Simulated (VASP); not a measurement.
The system is PtSe (wurtzite type).

```xyz
4
Lattice="4.0910 0.0000 0.0000 -2.0455 3.5429 0.0000 0.0000 0.0000 6.6683" Properties=species:S:1:pos:R:3 pbc="T T T"
Pt    0.0000    2.3619    0.0000
Pt    2.0455    1.1810    3.3341
Se    0.0000    2.3619    2.5073
Se    2.0455    1.1810    5.8414
```

| Item | Value |
| --- | --- |
| Program | VASP 6.6.1 |
| Task | relaxation of cell and atoms |
| Functional | PBE |
| Potentials or basis | VASP PAW PBE potentials, release 64 (Pt, Se) |
| Cutoff | 600 eV |
| k mesh | 10 × 10 × 6 |
| Occupations | fermi-dirac, width 0.03 eV |
| Spin | no spin polarisation |

At the start: pressure -3.5 GPa; volume 24.16 Å³/atom.

How do energy, volume and symmetry change on relaxing?

Over 22 steps the energy falls by 23.8 meV/atom and the volume is 22.78 Å³/atom (-5.7 %); space group P6_3mc (No. 186, to 0.1 Å) before and after.

The path:
```csv
step,energy change (eV),largest force (eV/Å),pressure (GPa),volume (Å³)
1,0.0000,0.1302,-3.49,96.65
2,-0.0125,0.1410,3.81,89.47
3,-0.0474,0.1333,0.15,92.67
4,-0.0534,0.1160,0.11,92.66
5,-0.0663,0.0479,-0.01,92.63
6,-0.0828,0.0902,-0.50,92.47
7,-0.0458,0.4343,-2.38,91.80
8,-0.0851,0.1830,-0.86,92.36
9,-0.0893,0.1535,-0.67,92.01
10,-0.0940,0.0875,-0.24,91.25
11,-0.0944,0.0592,-0.07,90.94
12,-0.0945,0.0534,-0.03,90.88
13,-0.0947,0.0448,-0.03,90.92
14,-0.0951,0.0172,-0.03,91.04
15,-0.0950,0.0384,-0.03,91.27
16,-0.0952,0.0070,-0.03,91.14
17,-0.0952,0.0049,-0.04,91.13
18,-0.0952,0.0059,-0.03,91.08
19,-0.0952,0.0030,-0.03,91.12
20,-0.0952,0.0027,0.02,91.10
21,-0.0952,0.0021,0.05,91.08
22,-0.0952,0.0022,0.02,91.12
```

Final structure:
```
Pt Se
1.0
     3.85159    0.00000    0.00000
    -1.92579    3.33557    0.00000
     0.00000    0.00000    7.09240
Pt Se
2 2
Direct
  0.33333 0.66667 0.01262
  0.66667 0.33333 0.51262
  0.33333 0.66667 0.36338
  0.66667 0.33333 0.86338
```
